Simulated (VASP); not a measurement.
# SnO2 (Cassiterite) in VASP: further runs

SnO2 (Cassiterite) is run at these levels: RPBE+D4, PBE; tasks: single point.

All numbers are computed with VASP 6.6.1; they aren't measurements. Logs are shortened: lines on timing, memory, paths and dates and some standing lists are left out, and cuts for length are marked.

**1. The cell of the first run**

Symmetry: P4_2/mnm, No. 136, tetragonal system. The conventional cell has a = 4.800 Å, b = 4.800 Å, c = 3.228 Å, α = 90.00°, β = 90.00°, γ = 90.00°. Sn (site symmetry mmm) has 6 O at 2.08 Å within 2.8 Å. O (site symmetry m2m) has 3 Sn at 2.08 Å and 1 O at 2.62 Å within 2.8 Å.

**2. Single point, RPBE+D4**

INCAR reads:

```
PREC     = Accurate       # precision mode
ENCUT    = 520            # plane-wave cutoff, eV
EDIFF    = 1E-7           # SCF threshold, eV
ISMEAR   = -1             # smearing method
SIGMA    = 0.05           # smearing width, eV
LREAL    = F              # projectors in reciprocal space
LASPH    = T              # aspherical terms in the spheres
NELM     = 100            # most SCF steps
ALGO     = Normal         # electronic algorithm
ISIF     = 2              # what is computed and relaxed
LWAVE    = F              # write WAVECAR
LCHARG   = F              # write CHGCAR
GGA      = RP             # functional
IVDW     = 13             # dispersion correction
NBANDS   = 35             # bands
```

KPOINTS reads:

```
regular mesh
0
Gamma
  6 6 8
```

POSCAR reads:

```
SnO2
1.0
    4.8003492553      0.0000000000      0.0000000000
    0.0000000000      4.8003492553      0.0000000000
    0.0000000000      0.0000000000      3.2284324403
Sn O
2 4
Direct
    0.5000000000      0.5000000000      0.5000000000
    0.0000000000      0.0000000000      0.0000000000
    0.8071000000      0.1929000000      0.5000000000
    0.6929000000      0.6929000000      0.0000000000
    0.1929000000      0.8071000000      0.5000000000
    0.3071000000      0.3071000000      0.0000000000
```

Potentials or basis: VASP PAW PBE potentials, release 64 (Sn_d, O).

The run is started by

```
cat potpaw_PBE.64/Sn_d/POTCAR potpaw_PBE.64/O/POTCAR > POTCAR
mpirun -np 1 vasp_std > vasp.out
```

OUTCAR:

```text
PREC = Accurate
   ENCUT = 520
   EDIFF = 1E-7
   ISMEAR = -1
   LREAL = F
   LASPH = T
   NELM = 100
   ISIF = 2
   GGA = RP
   IVDW = 13

 ion  position               nearest neighbor table
   1  0.500  0.500  0.500-   4 2.08   6 2.08   4 2.08   6 2.08   5 2.08   3 2.08
   2  0.000  0.000  0.000-   3 2.08   5 2.08   3 2.08   5 2.08   4 2.08   6 2.08
   3  0.807  0.193  0.500-   2 2.08   2 2.08   1 2.08
   4  0.693  0.693  0.000-   1 2.08   1 2.08   2 2.08
   5  0.193  0.807  0.500-   2 2.08   2 2.08   1 2.08
   6  0.307  0.307  0.000-   1 2.08   1 2.08   2 2.08

  LATTYP: Found a simple tetragonal cell.
 ALAT       =     4.8003492553
 C/A-ratio  =     0.6725411566

  Lattice vectors:

 A1 = (   4.8003492553,   0.0000000000,   0.0000000000)
 A2 = (   0.0000000000,   4.8003492553,   0.0000000000)
 A3 = (   0.0000000000,   0.0000000000,   3.2284324403)

Analysis of symmetry for initial positions (statically):
=====================================================================
 Subroutine PRICEL returns:
 Original cell was already a primitive cell.

 Routine SETGRP: Setting up the symmetry group for a
 simple tetragonal supercell.

 Subroutine GETGRP returns: Found 16 space group operations
 (whereof  8 operations were pure point group operations)
 out of a pool of 16 trial point group operations.

The static configuration has the point symmetry D_2h.
 The point group associated with its full space group is D_4h.

Analysis of symmetry for dynamics (positions and initial velocities):
=====================================================================
 Subroutine PRICEL returns:
 Original cell was already a primitive cell.

 Routine SETGRP: Setting up the symmetry group for a
 simple tetragonal supercell.

 Subroutine GETGRP returns: Found 16 space group operations
 (whereof  8 operations were pure point group operations)
 out of a pool of 16 trial point group operations.

The dynamic configuration has the point symmetry D_2h.
 The point group associated with its full space group is D_4h.

 Subroutine INISYM returns: Found 16 space group operations
 (whereof  8 operations are pure point group operations),
 and found     1 'primitive' translations

----------------------------------------------------------------------------------------

                                     Primitive cell

  volume of cell :      74.3939

  direct lattice vectors                    reciprocal lattice vectors
     4.800349255  0.000000000  0.000000000     0.208318176  0.000000000  0.000000000
     0.000000000  4.800349255  0.000000000     0.000000000  0.208318176  0.000000000
     0.000000000  0.000000000  3.228432440     0.000000000  0.000000000  0.309747848

  length of vectors
     4.800349255  4.800349255  3.228432440     0.208318176  0.208318176  0.309747848

  position of ions in fractional coordinates (direct lattice)
     0.500000000  0.500000000  0.500000000
     0.000000000  0.000000000  0.000000000
     0.807100000  0.192900000  0.500000000
     0.692900000  0.692900000  0.000000000
     0.192900000  0.807100000  0.500000000
     0.307100000  0.307100000  0.000000000

  ion indices of the primitive-cell ions
   primitive index   ion index
                 1           1
                 2           2
                 3           3
                 4           4
                 5           5
                 6           6

----------------------------------------------------------------------------------------

 KPOINTS: regular mesh

Automatic generation of k-mesh.
 Grid dimensions read from file:
 generate k-points for:    6    6    8

 Generating k-lattice:

  Cartesian coordinates                     Fractional coordinates (reciprocal lattice)
     0.034719696  0.000000000  0.000000000     0.166666667  0.000000000  0.000000000
     0.000000000  0.034719696  0.000000000     0.000000000  0.166666667  0.000000000
     0.000000000  0.000000000  0.038718481     0.000000000  0.000000000  0.125000000

  Length of vectors
     0.034719696  0.034719696  0.038718481

[... 44 lines left out ...]

 number of electron      52.0000011 magnetization

 Free energy of the ion-electron system (eV)
  ---------------------------------------------------
  ext. energy  EPLUGINS =         0.00000000
  ---------------------------------------------------
  free energy    TOTEN  =       -34.92973289 eV

  energy without entropy =      -34.92973186  energy(sigma->0) =      -34.92973238

 E-fermi :   6.3077     XC(G=0): -10.7968

 val. band max:        5.8362865501   @ k =   0.0000   0.0000   0.0000
 cond. band min:       6.7522047061   @ k =   0.0000   0.0000   0.0000
 fundamental gap:      0.9159181559
 Fermi energy:         6.3077378927

 k-point     1 :       0.0000    0.0000    0.0000
  band No.  band energies     occupation
      1     -15.2692      2.00000
      2     -14.5692      2.00000
      3     -14.3656      2.00000
      4     -14.3354      2.00000
      5     -14.3354      2.00000
      6     -14.2722      2.00000
[... 27 lines left out ...]
     34      17.6026      0.00000
     35      18.3883      0.00000

 k-point     2 :       0.1667    0.0000    0.0000
  band No.  band energies     occupation
      1     -15.2302      2.00000
      2     -14.6128      2.00000
      3     -14.3652      2.00000
      4     -14.3339      2.00000
      5     -14.3338      2.00000
      6     -14.3038      2.00000
[... 27 lines left out ...]
     34      17.7139      0.00000
     35      18.4209      0.00000

 k-point     3 :       0.3333    0.0000    0.0000
  band No.  band energies     occupation
      1     -15.1171      2.00000
      2     -14.7540      2.00000
      3     -14.3635      2.00000
      4     -14.3436      2.00000
      5     -14.3306      2.00000
      6     -14.3305      2.00000
[... 27 lines left out ...]
     34      18.1004      0.00000
     35      18.4028      0.00000
[... 723 lines left out ...]
 k-point    23 :       0.3333    0.0000    0.2500
  band No.  band energies     occupation
      1     -15.0175      2.00000
      2     -14.8900      2.00000
      3     -14.5945      2.00000
      4     -14.3968      2.00000
      5     -14.2699      2.00000
      6     -14.2644      2.00000
[... 27 lines left out ...]
     34      18.0105      0.00000
     35      18.3658      0.00000

 k-point    24 :       0.5000    0.0000    0.2500
  band No.  band energies     occupation
      1     -14.9726      2.00000
      2     -14.9726      2.00000
      3     -14.4823      2.00000
      4     -14.4823      2.00000
      5     -14.2657      2.00000
      6     -14.2657      2.00000
[... 27 lines left out ...]
     34      18.1390      0.00000
     35      18.3868      0.00000

 [... further k-points ...]

------------------------ aborting loop because EDIFF is reached ----------------------------------------

  DFT-D4 for vdW energy calculation

  Edisp (eV):   -3.19517

  FORCE on cell =-STRESS in cart. coord.  units (eV):
  Direction    XX          YY          ZZ          XY          YZ          ZX
  --------------------------------------------------------------------------------------
  -------------------------------------------------------------------------------------
  Total      -0.29681    -0.29681     0.45824    -0.00000     0.00000     0.00000
  in kB      -6.39215    -6.39215     9.86874    -0.00000     0.00000     0.00000
  external pressure =       -0.97 kB  Pullay stress =        0.00 kB

 VOLUME and BASIS-vectors are now :
 -----------------------------------------------------------------------------
  energy-cutoff  :      520.00
  volume of cell :       74.39
      direct lattice vectors                 reciprocal lattice vectors
     4.800349255  0.000000000  0.000000000     0.208318176  0.000000000  0.000000000
     0.000000000  4.800349255  0.000000000     0.000000000  0.208318176  0.000000000
     0.000000000  0.000000000  3.228432440     0.000000000  0.000000000  0.309747848

 POSITION                                       TOTAL-FORCE (eV/Angst)
 -----------------------------------------------------------------------------------
      2.40017      2.40017      1.61422         0.000000      0.000000      0.000000
      0.00000      0.00000      0.00000         0.000000      0.000000      0.000000
      3.87436      0.92599      1.61422        -0.128074      0.128074      0.000000
      3.32616      3.32616      0.00000         0.128074      0.128074      0.000000
      0.92599      3.87436      1.61422         0.128074     -0.128074     -0.000000
      1.47419      1.47419      0.00000        -0.128074     -0.128074     -0.000000
 -----------------------------------------------------------------------------------
    total drift:                               -0.000000      0.000000      0.000000

  FREE ENERGIE OF THE ION-ELECTRON SYSTEM (eV)
  ---------------------------------------------------
  free  energy   TOTEN  =       -38.1248990292 eV

  energy  without entropy=      -38.1248979933  energy(sigma->0) =      -38.12489851
```

It took 2.2 min on 1 thread of AMD EPYC 7R43 (Zen 3), shared host; peak memory 0.21 GiB.

What came out:

```yaml
Free_energy: -38.1249 eV
Pressure: -0.1 GPa
Largest_force: 0.181 eV/Å
Band_gap_on_the_k_mesh: 0.92 eV, direct
Dispersion_energy_per_atom: -0.533 eV
```

Forces on the atoms (eV/Å):
```
Sn   0.000  0.000  0.000
Sn   0.000  0.000  0.000
O   -0.128  0.128  0.000
O    0.128  0.128  0.000
O    0.128 -0.128  0.000
O   -0.128 -0.128  0.000
```

Stress tensor (GPa, compression positive):
```
-0.64  0.00  0.00
 0.00 -0.64  0.00
 0.00  0.00  0.99
```

Caveat: the PAW data sets were made with another functional, which shifts forces and pressure a little; spin-orbit coupling is left out, which moves the levels of the heavy elements.

**3. Single point, RPBE+D4**

This run uses another cell than the first one, of 12.64 Å³/atom, 1.019 times its volume.

INCAR reads:

```
  ALGO = Normal
  EDIFF = 1E-6
  ENCUT = 520
  GGA = RP
  ISIF = 2
  ISMEAR = -1
  IVDW = 13
  LASPH = T
  LCHARG = F
  LREAL = F
  LWAVE = F
  NBANDS = 35
  NELM = 80
  PREC = Accurate
  SIGMA = 0.05
```

KPOINTS reads:

```
k-points
0
Gamma
  6 6 8
```

Changes to POSCAR since step 2:

```diff
@@ -2,5 +2,5 @@
 1.0
-    4.8003492553      0.0000000000      0.0000000000
-    0.0000000000      4.8003492553      0.0000000000
-    0.0000000000      0.0000000000      3.2284324403
+    4.8309255526      0.0000000000      0.0000000000
+    0.0000000000      4.8309255526      0.0000000000
+    0.0000000000      0.0000000000      3.2489962586
 Sn O
```

Potentials or basis: VASP PAW PBE potentials, release 64 (Sn_d, O).

The run is started by

```
cat potpaw_PBE.64/Sn_d/POTCAR potpaw_PBE.64/O/POTCAR > POTCAR
mpirun -np 1 vasp_std > vasp.out
```

Run time: 2.1 min. Hardware: 1 thread of AMD EPYC 7R43 (Zen 3), shared host; peak memory 0.21 GiB.

The run converged. Its results:

| Quantity | Value |
| --- | --- |
| Free energy | -38.1107 eV |
| Pressure | -3.5 GPa |
| Largest force | 0.109 eV/Å |
| Band gap on the k mesh | 0.71 eV, direct |
| Dispersion energy per atom | -0.522 eV |

Forces in eV/Å, atoms in the order of the input:
```
Sn   0.000  0.000  0.000
Sn   0.000  0.000  0.000
O   -0.077  0.077  0.000
O    0.077  0.077  0.000
O    0.077 -0.077  0.000
O   -0.077 -0.077  0.000
```

Stress tensor (GPa, compression positive):
```
-3.64  0.00  0.00
 0.00 -3.64  0.00
 0.00  0.00 -3.12
```

Levels at points of the mesh, in eV from the valence-band top:
```
           k point  band 23  band 24  band 25  band 26  band 27  band 28  band 29  band 30
(0.00, 0.00, 0.00)    -1.25    -0.72    -0.72     0.00     0.71     5.72     6.16     6.16
(0.50, 0.00, 0.00)    -1.20    -1.20    -0.59    -0.59     3.91     3.91     6.90     6.90
(0.50, 0.50, 0.00)    -1.32    -1.32    -0.84    -0.84     4.29     4.29     7.24     7.24
(0.00, 0.00, 0.50)    -1.49    -1.49    -1.17    -1.17     5.62     5.62     9.50     9.50
(0.50, 0.00, 0.50)    -0.99    -0.99    -0.73    -0.73     5.89     5.89     7.71     7.71
(0.50, 0.50, 0.50)    -0.90    -0.90    -0.77    -0.77     4.42     4.42     8.75     8.75
```

Caveat: the PAW data sets were made with another functional, which shifts forces and pressure a little; spin-orbit coupling is left out, which moves the levels of the heavy elements.

**4. Single point, PBE**

This run uses another cell than the first one, of 11.92 Å³/atom, 0.962 times its volume.

INCAR reads:

```
ALGO = Normal
EDIFF = 1E-7
ENCUT = 520
GGA = PE
ISIF = 2
ISMEAR = -1
LASPH = T
LCHARG = F
LREAL = F
LWAVE = F
NBANDS = 35
NELM = 80
PREC = Accurate
SIGMA = 0.05
```

KPOINTS reads:

```
k-points
0
Gamma
  5 5 7
```

Changes to POSCAR since step 3:

```diff
@@ -2,5 +2,5 @@
 1.0
-    4.8309255526      0.0000000000      0.0000000000
-    0.0000000000      4.8309255526      0.0000000000
-    0.0000000000      0.0000000000      3.2489962586
+    4.7380000000      0.0000000000      0.0000000000
+    0.0000000000      4.7380000000      0.0000000000
+    0.0000000000      0.0000000000      3.1865000000
 Sn O
```

The run is started by

```
cat potpaw_PBE.64/Sn_d/POTCAR potpaw_PBE.64/O/POTCAR > POTCAR
mpirun -np 1 vasp_std > vasp.out
```

Wall time 2 min (1 thread of AMD EPYC 7R13, shared host); peak memory 0.17 GiB.

It converged, with:

```yaml
Free_energy: -37.1593 eV
Pressure: 11.8 GPa
Largest_force: 0.294 eV/Å
Band_gap_on_the_k_mesh: 1.27 eV, direct
```

Forces on the atoms (eV/Å):
```
Sn   0.000  0.000  0.000
Sn   0.000  0.000  0.000
O   -0.208  0.208  0.000
O    0.208  0.208  0.000
O    0.208 -0.208  0.000
O   -0.208 -0.208  0.000
```

Stress tensor (GPa, compression positive):
```
10.70  0.00  0.00
 0.00 10.70  0.00
 0.00  0.00 13.99
```

Levels at points of the mesh, in eV from the valence-band top:
| k point | band 23 | band 24 | band 25 | band 26 | band 27 | band 28 | band 29 | band 30 |
| --- | --- | --- | --- | --- | --- | --- | --- | --- |
| (0.00, 0.00, 0.00) | -1.23 | -0.78 | -0.78 | 0.00 | 1.27 | 6.15 | 6.35 | 6.35 |

Caveat: spin-orbit coupling is left out, which moves the levels of the heavy elements. As with any semilocal functional, this PBE gap is likely too small.

**5. Single point, PBE**

This run uses another cell than the first one, of 11.92 Å³/atom, 0.961 times its volume.

INCAR reads:

```
SYSTEM = SnO2
  ALGO = Normal
  EDIFF = 1E-7
  ENCUT = 520
  GGA = PE
  ISIF = 2
  ISMEAR = -1
  LASPH = .TRUE.
  LCHARG = .FALSE.
  LREAL = .FALSE.
  LWAVE = .FALSE.
  NBANDS = 35
  NELM = 100
  PREC = Accurate
  SIGMA = 0.05
```

KPOINTS reads:

```
k-points
0
G
  5 5 7
  0 0 0
```

Changes to POSCAR since step 4:

```diff
@@ -2,4 +2,4 @@
 1.0
-    4.7380000000      0.0000000000      0.0000000000
-    0.0000000000      4.7380000000      0.0000000000
+    4.7380000000     -0.0473800000      0.0000000000
+   -0.0473800000      4.7380000000      0.0000000000
     0.0000000000      0.0000000000      3.1865000000
```

The run is started by

```
cat potpaw_PBE.64/Sn_d/POTCAR potpaw_PBE.64/O/POTCAR > POTCAR
mpirun -np 1 vasp_std > vasp.out
```

Wall time 2.9 min (1 thread of AMD EPYC 7R13, shared host); peak memory 0.18 GiB.

Results (log left out):

- Free energy: -37.1400 eV
- Pressure: 11.9 GPa
- Largest force: 0.349 eV/Å
- Band gap on the k mesh: 1.27 eV, direct

Forces in eV/Å, atoms in the order of the input:
```
Sn   0.000  0.000  0.000
Sn   0.000  0.000  0.000
O   -0.247  0.247  0.000
O    0.157  0.157  0.000
O    0.247 -0.247  0.000
O   -0.157 -0.157  0.000
```

Stress tensor (GPa, compression positive):
```
10.80  4.22  0.00
 4.22 10.80  0.00
 0.00  0.00 14.06
```

Levels at points of the mesh, in eV from the valence-band top:
```
           k point  band 24  band 25  band 26  band 27  band 28  band 29
(0.00, 0.00, 0.00)    -0.83    -0.72     0.00     1.27     6.15     6.30
```

Caveat: spin-orbit coupling is left out, which moves the levels of the heavy elements.

**6. Single point, PBE**

This run uses another cell than the first one, of 11.92 Å³/atom, 0.962 times its volume.

INCAR reads:

```
PREC = Accurate
ENCUT = 520
EDIFF = 1E-6
ISMEAR = -1
SIGMA = 0.05
LREAL = F
LASPH = T
NELM = 60
ALGO = Normal
ISIF = 2
LWAVE = F
LCHARG = F
GGA = PE
NBANDS = 35
```

KPOINTS reads:

```
regular mesh
0
Gamma
  5 5 7
```

Changes to POSCAR since step 5:

```diff
@@ -2,4 +2,4 @@
 1.0
-    4.7380000000     -0.0473800000      0.0000000000
-   -0.0473800000      4.7380000000      0.0000000000
+    4.7380000000     -0.0236900000      0.0000000000
+   -0.0236900000      4.7380000000      0.0000000000
     0.0000000000      0.0000000000      3.1865000000
```

Potentials or basis: VASP PAW PBE potentials, release 64 (Sn_d, O).

The run is started by

```
cat potpaw_PBE.64/Sn_d/POTCAR potpaw_PBE.64/O/POTCAR > POTCAR
mpirun -np 1 vasp_std > vasp.out
```

Run time: 2.7 min. Hardware: 1 thread of AMD EPYC 7R13, shared host; peak memory 0.18 GiB.

It converged, with:

- Free energy: -37.1544 eV
- Pressure: 11.8 GPa
- Largest force: 0.324 eV/Å
- Band gap on the k mesh: 1.27 eV, direct

Forces in eV/Å, atoms in the order of the input:
```
Sn   0.000  0.000  0.000
Sn   0.000  0.000  0.000
O   -0.229  0.229  0.000
O    0.184  0.184  0.000
O    0.229 -0.229  0.000
O   -0.184 -0.184  0.000
```

Stress tensor (GPa, compression positive):
```
10.72  2.11  0.00
 2.11 10.72  0.00
 0.00  0.00 14.01
```

Levels at points of the mesh, in eV from the valence-band top:
```tsv
k point	band 24	band 25	band 26	band 27	band 28	band 29
(0.00, 0.00, 0.00)	-0.81	-0.75	0.00	1.27	6.15	6.32
```

Caveat: spin-orbit coupling is left out, which moves the levels of the heavy elements. A hybrid or GW would open this gap; PBE tends to underestimate it.

**7. Summary**

```csv
level,cell,k mesh,gap on the mesh (eV),pressure (GPa),largest force (eV/Å)
RPBE+D4,"a = 4.800, b = 4.800, c = 3.228 Å, 6 atoms",6 × 6 × 8,0.92,-0.1,0.18
RPBE+D4,"a = 4.831, b = 4.831, c = 3.249 Å, 6 atoms",6 × 6 × 8,0.71,-3.5,0.11
PBE,"a = 4.738, b = 4.738, c = 3.187 Å, 6 atoms",5 × 5 × 7,1.27,11.8,0.29
PBE,"a = 4.738, b = 4.738, c = 3.187 Å, angles 90.0, 90.0, 91.1°, 6 atoms",5 × 5 × 7,1.27,11.9,0.35
PBE,"a = 4.738, b = 4.738, c = 3.187 Å, angles 90.0, 90.0, 90.6°, 6 atoms",5 × 5 × 7,1.27,11.8,0.32
```

Alike in all rows: task single point; potentials or basis VASP PAW PBE potentials, release 64 (Sn_d, O); no spin polarisation; cutoff (eV) 520; smearing fermi-dirac 0.05 eV.

Caveats: spin-orbit coupling is left out, which moves the levels of the heavy elements; the PAW data sets were made with another functional, which shifts forces and pressure a little (some runs).

Total energies depend on the potentials used, so only differences within one code and one set of settings carry meaning.
